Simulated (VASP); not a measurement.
# KBr (I-4m2) in VASP: notebook

Aim: see how the results for KBr move with the level of theory and the settings. Levels: PBE, r2SCAN. Tasks: single point.

Everything below comes from runs of VASP 6.6.1. Logs are shortened: lines on timing, memory, paths and dates and some standing lists are left out, and cuts for length are marked.

## Step 1: The cell of the first run

The structure is tetragonal, space group I-4m2 (No. 119). The conventional cell has a = 5.119 Å, b = 5.119 Å, c = 7.630 Å, α = 90.00°, β = 90.00°, γ = 90.00°. K (site symmetry -4m2) has 4 Br at 3.19 Å within 4.2 Å. Br (site symmetry -4m2) has 4 K at 3.19 Å within 4.2 Å.

## Step 2: Single point, PBE (epitaxial xy strain -1.9%)

INCAR reads:

```
SYSTEM = KBr
PREC = Accurate
ENCUT = 520
EDIFF = 1E-7
ISMEAR = -1
SIGMA = 0.02
LREAL = .FALSE.
LASPH = .TRUE.
NELM = 100
ALGO = Normal
ISIF = 2
LWAVE = .FALSE.
LCHARG = .FALSE.
GGA = PE
NBANDS = 15
```

KPOINTS reads:

```
regular mesh
0
G
  6 6 6
  0 0 0
```

POSCAR reads:

```
KBr
1.0
    0.0000000000      3.6193280974      3.8151555201
    3.6193280974      0.0000000000      3.8151555201
    3.6193280974      3.6193280974      0.0000000000
K Br
1 1
Direct
    0.0000000000      0.0000000000      0.0000000000
    0.2500000000      0.2500000000      0.2500000000
```

Potentials or basis: VASP PAW PBE potentials, release 64 (K_sv, Br).

On the command line:

```console
$ cat potpaw_PBE.64/K_sv/POTCAR potpaw_PBE.64/Br/POTCAR > POTCAR
$ mpirun -np 1 vasp_std > vasp.out
```

OUTCAR:

```text
SYSTEM = KBr
   PREC = Accurate
   ENCUT = 520
   EDIFF = 1E-7
   ISMEAR = -1
   LREAL = .FALSE.
   LASPH = .TRUE.
   NELM = 100
   ISIF = 2
   GGA = PE

 ion  position               nearest neighbor table
   1  0.000  0.000  0.000-   2 3.19   2 3.19   2 3.19   2 3.19
   2  0.250  0.250  0.250-   1 3.19   1 3.19   1 3.19   1 3.19

  LATTYP: Found a body centered tetragonal cell.
 ALAT       =     5.1185028820
 C/A-ratio  =     1.4907310235

  Lattice vectors:

 A1 = (  -3.6193280974,   0.0000000000,   3.8151555201)
 A2 = (   3.6193280974,   0.0000000000,   3.8151555201)
 A3 = (   0.0000000000,   3.6193280974,  -3.8151555201)

Analysis of symmetry for initial positions (statically):
=====================================================================
 Subroutine PRICEL returns:
 Original cell was already a primitive cell.

 Routine SETGRP: Setting up the symmetry group for a
 body centered tetragonal supercell.

 Subroutine GETGRP returns: Found  8 space group operations
 (whereof  8 operations were pure point group operations)
 out of a pool of 16 trial point group operations.

The static configuration has the point symmetry D_2d.

Analysis of symmetry for dynamics (positions and initial velocities):
=====================================================================
 Subroutine PRICEL returns:
 Original cell was already a primitive cell.

 Routine SETGRP: Setting up the symmetry group for a
 body centered tetragonal supercell.

 Subroutine GETGRP returns: Found  8 space group operations
 (whereof  8 operations were pure point group operations)
 out of a pool of 16 trial point group operations.

The dynamic configuration has the point symmetry D_2d.

 Subroutine INISYM returns: Found  8 space group operations
 (whereof  8 operations are pure point group operations),
 and found     1 'primitive' translations

----------------------------------------------------------------------------------------

                                     Primitive cell

  volume of cell :      99.9535

  direct lattice vectors                    reciprocal lattice vectors
     0.000000000  3.619328097  3.815155520    -0.138147188  0.138147188  0.131056256
     3.619328097  0.000000000  3.815155520     0.138147188 -0.138147188  0.131056256
     3.619328097  3.619328097  0.000000000     0.138147188  0.138147188 -0.131056256

  length of vectors
[... 89 lines left out ...]
   ISYM   =      2    0-nonsym 1-usesym 2-fastsym
   POTIM  = 0.5000    time-step for ionic-motion
   TEBEG  =    0.0;   TEEND  =   0.0 temperature during run
   PSTRESS=    0.0 pullay stress
   NELECT =      16.0000    total number of electrons
   NUPDOWN=      -1.0000    fix difference up-down
   EMIN   =  10.00;   EMAX   =-10.00  energy-range for DOS
   EFERMI =   0.00;   METHOD = LEGACY
   ISMEAR =    -1;   SIGMA  =   0.02  broadening in eV -4-tet -1-fermi 0-gaus
   EFERMI_NEDOS =   21; number of points for ismear=-14 and -15
   IALGO  =     38    algorithm
   IMIX   =      4    mixing-type and parameters
     AMIX     =   0.40;   BMIX     =  1.00
     AMIX_MAG =   1.60;   BMIX_MAG =  1.00
  volume/ion in A,a.u.               =      49.98       337.26
  Fermi-wavevector in a.u.,A,eV,Ry     =   0.888892  1.679761 10.750347  0.790128
  Thomas-Fermi vector in A             =   2.010381
   LORBIT       =      0    0 simple, 1 ext, 2 COOP (PROOUT), +10 PAW based schemes
   GGA     = PE    functional components
   LHFCALC =     F    Hartree Fock is set to
   AEXX    =    0.0000 exact exchange contribution
   IVDW    =     0    specifies the selected vdW correction
   LEPSILON=     F    determine dielectric tensor
   LRPA    =     F    only Hartree local field effects (RPA)
 non-spin polarized calculation
  energy-cutoff  :      520.00
  volume of cell :       99.95
 maximum number of plane-waves:      2722
   NGX = 19   NGY = 19   NGZ = 19

 number of electron      15.9999997 magnetization

 Free energy of the ion-electron system (eV)
  ---------------------------------------------------
  ext. energy  EPLUGINS =         0.00000000
  ---------------------------------------------------
  free energy    TOTEN  =        -6.03377660 eV

  energy without entropy =       -6.03377660  energy(sigma->0) =       -6.03377660

 E-fermi :  -2.6003     XC(G=0):  -5.9585

 val. band max:       -3.0940457515   @ k =  -0.3333   0.1667   0.0000
 cond. band min:       1.1629124211   @ k =   0.0000   0.0000   0.0000
 fundamental gap:      4.2569581726
 Fermi energy:        -2.6003035548

 k-point     1 :       0.0000    0.0000    0.0000
  band No.  band energies     occupation
      1     -30.9032      2.00000
      2     -14.9968      2.00000
      3     -14.4032      2.00000
      4     -14.4032      2.00000
      5     -14.3965      2.00000
      6      -3.1544      2.00000
      7      -3.1249      2.00000
      8      -3.1249      2.00000
      9       1.1629      0.00000
     10       5.3182      0.00000
     11       5.6752      0.00000
     12       6.3573      0.00000
     13       6.5592      0.00000
     14       6.5592      0.00000
[... 401 lines left out ...]
      2     -15.2202      2.00000
      3     -14.4221      2.00000
      4     -14.4109      2.00000
      5     -14.1338      2.00000
      6      -3.4886      2.00000
      7      -3.2038      2.00000
      8      -3.1488      2.00000
      9       3.1211      0.00000
     10       4.0553      0.00000
     11       5.3165      0.00000
     12       5.8830      0.00000
     13       6.6297      0.00000
     14       6.7845      0.00000
     15       6.9681      0.00000

 [... further k-points ...]

------------------------ aborting loop because EDIFF is reached ----------------------------------------

  FORCE on cell =-STRESS in cart. coord.  units (eV):
  Direction    XX          YY          ZZ          XY          YZ          ZX
  --------------------------------------------------------------------------------------
  -------------------------------------------------------------------------------------
  Total        0.1968163      0.1968163      0.1743153      0.0000000      0.0000000     -0.0000000
  in kB        3.1548115      3.1548115      2.7941385      0.0000000      0.0000000     -0.0000000
  external PRESSURE =       3.0345872 kB  Pullay stress =       0.0000000 kB

 VOLUME and BASIS-vectors are now :
 -----------------------------------------------------------------------------
  energy-cutoff  :      520.00
  volume of cell :       99.95
      direct lattice vectors                 reciprocal lattice vectors
     0.000000000  3.619328097  3.815155520    -0.138147188  0.138147188  0.131056256
     3.619328097  0.000000000  3.815155520     0.138147188 -0.138147188  0.131056256
     3.619328097  3.619328097  0.000000000     0.138147188  0.138147188 -0.131056256

 POSITION                                       TOTAL-FORCE (eV/Angst)
 -----------------------------------------------------------------------------------
      0.00000      0.00000      0.00000        -0.000000      0.000000      0.000000
      1.80966      1.80966      1.90758         0.000000      0.000000      0.000000
 -----------------------------------------------------------------------------------
    total drift:                               -0.000000     -0.000000     -0.000000

  FREE ENERGIE OF THE ION-ELECTRON SYSTEM (eV)
  ---------------------------------------------------
  free  energy   TOTEN  =        -6.0337765951 eV

  energy  without entropy=       -6.0337765951  energy(sigma->0) =       -6.03377660
```

Run time: 39 s. Hardware: 1 thread of Oxide Virtual Turin-like, shared host; peak memory 0.22 GiB.

Results:

```yaml
Free_energy: -6.0338 eV
Pressure: 0.3 GPa
Band_gap_on_the_k_mesh: 4.26 eV (least direct gap 4.29 eV)
```

Levels at points of the mesh, in eV from the valence-band top:
| k point | band 6 | band 7 | band 8 | band 9 | band 10 | band 11 |
| --- | --- | --- | --- | --- | --- | --- |
| (0.00, 0.00, 0.00) | -0.06 | -0.03 | -0.03 | 4.26 | 8.41 | 8.77 |
| (0.50, 0.00, 0.00) | -0.42 | -0.05 | 0.00 | 6.51 | 6.96 | 8.09 |
| (0.50, 0.50, 0.00) | -0.49 | -0.01 | -0.01 | 6.00 | 7.14 | 8.74 |
| (0.50, 0.00, 0.50) | -0.45 | -0.06 | -0.06 | 6.08 | 7.14 | 9.03 |

Caveat: the cell differs from its parent crystal (epitaxial xy strain -1.9%); the structure was generated, so it needn't be the stable form of KBr.

## Step 3: Single point, r2SCAN (epitaxial xy strain -1.9%)

POSCAR is that of step 2.

INCAR.step1 reads:

```
SYSTEM = KBr
PREC = Accurate ; ENCUT = 520
ISMEAR = 0 ; SIGMA = 0.01
LREAL = .False. ; LASPH = .True.
NELM = 60 ; NBANDS = 15
GGA = PE ; ALGO = Normal
EDIFF = 1E-4 ; LWAVE = .True.
LCHARG = .False.
```

INCAR.step2 reads:

```
SYSTEM = KBr
PREC = Accurate ; ENCUT = 520
EDIFF = 1E-7 ; ISMEAR = 0
SIGMA = 0.01 ; LREAL = .False.
LASPH = .True. ; NELM = 60
ALGO = Normal ; ISIF = 2
LWAVE = .False. ; LCHARG = .False.
METAGGA = R2SCAN ; LMIXTAU = .True.
NBANDS = 15 ; ISTART = 1
```

KPOINTS reads:

```
Automatic mesh
0
Gamma
  6 6 6
  0 0 0
```

Potentials or basis: VASP PAW PBE potentials, release 64 (K_sv, Br).

On the command line:

```console
$ cat potpaw_PBE.64/K_sv/POTCAR potpaw_PBE.64/Br/POTCAR > POTCAR
$ cp INCAR.step1 INCAR
$ mpirun -np 1 vasp_std > vasp.out
$ cp INCAR.step2 INCAR
$ mpirun -np 1 vasp_std > vasp.out
```

OUTCAR:

```text
SYSTEM = KBr
   PREC = Accurate
   ENCUT = 520
   EDIFF = 1E-7
   ISMEAR = 0
   LREAL = .False.
   LASPH = .True.
   NELM = 60
   ISIF = 2
   METAGGA = R2SCAN
   ISTART = 1

 ion  position               nearest neighbor table
   1  0.000  0.000  0.000-   2 3.19   2 3.19   2 3.19   2 3.19
   2  0.250  0.250  0.250-   1 3.19   1 3.19   1 3.19   1 3.19

  LATTYP: Found a body centered tetragonal cell.
 ALAT       =     5.1185028820
 C/A-ratio  =     1.4907310235

  Lattice vectors:

 A1 = (  -3.6193280974,   0.0000000000,   3.8151555201)
 A2 = (   3.6193280974,   0.0000000000,   3.8151555201)
 A3 = (   0.0000000000,   3.6193280974,  -3.8151555201)

Analysis of symmetry for initial positions (statically):
=====================================================================
 Subroutine PRICEL returns:
 Original cell was already a primitive cell.

 Routine SETGRP: Setting up the symmetry group for a
 body centered tetragonal supercell.

 Subroutine GETGRP returns: Found  8 space group operations
 (whereof  8 operations were pure point group operations)
 out of a pool of 16 trial point group operations.

The static configuration has the point symmetry D_2d.

Analysis of symmetry for dynamics (positions and initial velocities):
=====================================================================
 Subroutine PRICEL returns:
 Original cell was already a primitive cell.

 Routine SETGRP: Setting up the symmetry group for a
 body centered tetragonal supercell.

 Subroutine GETGRP returns: Found  8 space group operations
 (whereof  8 operations were pure point group operations)
 out of a pool of 16 trial point group operations.

The dynamic configuration has the point symmetry D_2d.

 Subroutine INISYM returns: Found  8 space group operations
 (whereof  8 operations are pure point group operations),
 and found     1 'primitive' translations

----------------------------------------------------------------------------------------

[... 121 lines left out ...]
   LEPSILON=     F    determine dielectric tensor
   LRPA    =     F    only Hartree local field effects (RPA)
 non-spin polarized calculation
 Gauss-broadening in eV      SIGMA  =   0.01
  energy-cutoff  :      520.00
  volume of cell :       99.95
 maximum number of plane-waves:      2722
   NGX = 19   NGY = 19   NGZ = 19

 number of electron      15.9999997 magnetization

 Free energy of the ion-electron system (eV)
  ---------------------------------------------------
  ext. energy  EPLUGINS =         0.00000000
  ---------------------------------------------------
  free energy    TOTEN  =       -22.96696527 eV

  energy without entropy =      -22.96696527  energy(sigma->0) =      -22.96696527

 E-fermi :  -3.3257     XC(G=0):  -6.2052

 val. band max:       -3.4693759669   @ k =  -0.3333   0.1667   0.0000
 cond. band min:       1.3474403154   @ k =   0.0000   0.0000   0.0000
 fundamental gap:      4.8168162823
 Fermi energy:        -3.3257320423

 k-point     1 :       0.0000    0.0000    0.0000
  band No.  band energies     occupation
      1     -32.4080      2.00000
      2     -15.8039      2.00000
      3     -15.1335      2.00000
      4     -15.1335      2.00000
      5     -15.1254      2.00000
      6      -3.5285      2.00000
      7      -3.4992      2.00000
      8      -3.4992      2.00000
      9       1.3474      0.00000
     10       5.6671      0.00000
     11       6.0504      0.00000
     12       6.7010      0.00000
     13       6.9316      0.00000
     14       6.9316      0.00000
[... 401 lines left out ...]
      2     -16.0215      2.00000
      3     -15.1523      2.00000
      4     -15.1400      2.00000
      5     -14.8681      2.00000
      6      -3.8491      2.00000
      7      -3.5778      2.00000
      8      -3.5246      2.00000
      9       3.2082      0.00000
     10       4.2731      0.00000
     11       5.8091      0.00000
     12       6.2486      0.00000
     13       7.0733      0.00000
     14       7.2318      0.00000
     15       7.4906      0.00000

 [... further k-points ...]

------------------------ aborting loop because EDIFF is reached ----------------------------------------

  FORCE on cell =-STRESS in cart. coord.  units (eV):
  Direction    XX          YY          ZZ          XY          YZ          ZX
  --------------------------------------------------------------------------------------
  -------------------------------------------------------------------------------------
  Total        0.0258480      0.0258480      0.0034643      0.0000000      0.0000000      0.0000000
  in kB        0.4143237      0.4143237      0.0555299      0.0000000      0.0000000      0.0000000
  external PRESSURE =       0.2947258 kB  Pullay stress =       0.0000000 kB

 VOLUME and BASIS-vectors are now :
 -----------------------------------------------------------------------------
  energy-cutoff  :      520.00
  volume of cell :       99.95
      direct lattice vectors                 reciprocal lattice vectors
     0.000000000  3.619328097  3.815155520    -0.138147188  0.138147188  0.131056256
     3.619328097  0.000000000  3.815155520     0.138147188 -0.138147188  0.131056256
     3.619328097  3.619328097  0.000000000     0.138147188  0.138147188 -0.131056256

 POSITION                                       TOTAL-FORCE (eV/Angst)
 -----------------------------------------------------------------------------------
      0.00000      0.00000      0.00000         0.000000      0.000000      0.000000
      1.80966      1.80966      1.90758        -0.000000     -0.000000     -0.000000
 -----------------------------------------------------------------------------------
    total drift:                               -0.000000     -0.000000     -0.000000

  FREE ENERGIE OF THE ION-ELECTRON SYSTEM (eV)
  ---------------------------------------------------
  free  energy   TOTEN  =       -22.9669652657 eV

  energy  without entropy=      -22.9669652657  energy(sigma->0) =      -22.96696527
```

OUTCAR.step1:

```text
SYSTEM = KBr
   PREC = Accurate
   ENCUT = 520
   ISMEAR = 0
   LREAL = .False.
   LASPH = .True.
[... 654 lines left out ...]
      0.00000      0.00000      0.00000         0.000000      0.000000      0.000000
      1.80966      1.80966      1.90758        -0.000000     -0.000000     -0.000000
 -----------------------------------------------------------------------------------
    total drift:                               -0.000000     -0.000000     -0.000000

  FREE ENERGIE OF THE ION-ELECTRON SYSTEM (eV)
  ---------------------------------------------------
  free  energy   TOTEN  =        -6.0337617433 eV

  energy  without entropy=       -6.0337617433  energy(sigma->0) =       -6.03376174
```

OSZICAR.step1:

```text
N       E                     dE             d eps       ncg     rms          rms(c)
DAV:   1     0.100583945057E+03    0.10058E+03   -0.63734E+03   900   0.890E+02
DAV:   2     0.149794235254E+01   -0.99086E+02   -0.90861E+02  1145   0.215E+02
DAV:   3    -0.599208079714E+01   -0.74900E+01   -0.74452E+01  1222   0.527E+01
DAV:   4    -0.635350876276E+01   -0.36143E+00   -0.36130E+00  1550   0.984E+00
DAV:   5    -0.635472693985E+01   -0.12182E-02   -0.12182E-02  1236   0.655E-01    0.318E+00
DAV:   6    -0.604417541156E+01    0.31055E+00   -0.40743E-01  1166   0.266E+00    0.223E+00
DAV:   7    -0.600886857572E+01    0.35307E-01   -0.20622E-01  1264   0.212E+00    0.110E+00
DAV:   8    -0.602974923129E+01   -0.20881E-01   -0.25315E-02  1182   0.102E+00    0.200E-01
DAV:   9    -0.603160958663E+01   -0.18604E-02   -0.11974E-03  1152   0.192E-01    0.133E-01
DAV:  10    -0.603372789972E+01   -0.21183E-02   -0.17725E-03   907   0.227E-01    0.335E-02
DAV:  11    -0.603376174330E+01   -0.33844E-04   -0.91391E-05   951   0.659E-02
   1 F= -.60337617E+01 E0= -.60337617E+01  d E =-.537551E-47
```

Wall time 3.1 min (1 thread of Oxide Virtual Turin-like, shared host); peak memory 0.24 GiB.

Results:

| Item | Value |
| --- | --- |
| Free energy | -22.9670 eV |
| Pressure | 0.0 GPa |
| Band gap on the k mesh | 4.82 eV (least direct gap 4.85 eV) |

Levels at points of the mesh, in eV from the valence-band top:
```csv
k point,band 6,band 7,band 8,band 9,band 10,band 11
"(0.00, 0.00, 0.00)",-0.06,-0.03,-0.03,4.82,9.14,9.52
"(0.50, 0.00, 0.00)",-0.41,-0.05,0.00,7.15,7.47,8.77
"(0.50, 0.50, 0.00)",-0.47,-0.01,-0.01,6.46,7.73,9.66
"(0.50, 0.00, 0.50)",-0.44,-0.06,-0.06,6.53,7.74,9.98
```

Caveat: the cell differs from its parent crystal (epitaxial xy strain -1.9%); the structure was generated, so it needn't be the stable form of KBr; the PAW data sets were made with another functional, which shifts forces and pressure a little.
